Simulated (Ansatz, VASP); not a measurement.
O in VASP and in Ansatz

```
CELL_PARAMETERS angstrom
1.42335 0.82177 3.40830
-1.42335 0.82177 3.40830
0.00000 -1.64354 3.40830
ATOMIC_POSITIONS crystal
O 0.05770 0.05770 0.05770
O 0.94230 0.94230 0.94230
```

Alike in both runs: task single point; functional PBE; k mesh 11 × 11 × 11; occupations methfessel-paxton of order 1, width 0.2 eV; no spin polarisation.

|  | VASP | Ansatz |
| --- | --- | --- |
| version | VASP 6.6.1 | Ansatz 0.2.0 |
| potentials or method | VASP PAW PBE potentials, release 64 (O), cutoff 520 eV | all-electron LAPW, scalar-relativistic |

|  | VASP | Ansatz | Ansatz less VASP |
| --- | --- | --- | --- |
| pressure (GPa) | 9.4 | 5.4 | -4.00 |
| traceless stress, the component that is largest in VASP (GPa) | 31.31 | 22.65 | -8.660 |
| rms of the force components (eV/Å) | 2.478 | 1.514 | -0.9636 |

Atom by atom the forces differ by 0.964 eV/Å (rms over components). Ansatz ran all-electron here, and VASP with PAW potentials.

Noted on VASP's run: the standard files for N, O and F lose accuracy on very short bonds; spin is off for a triplet molecule.
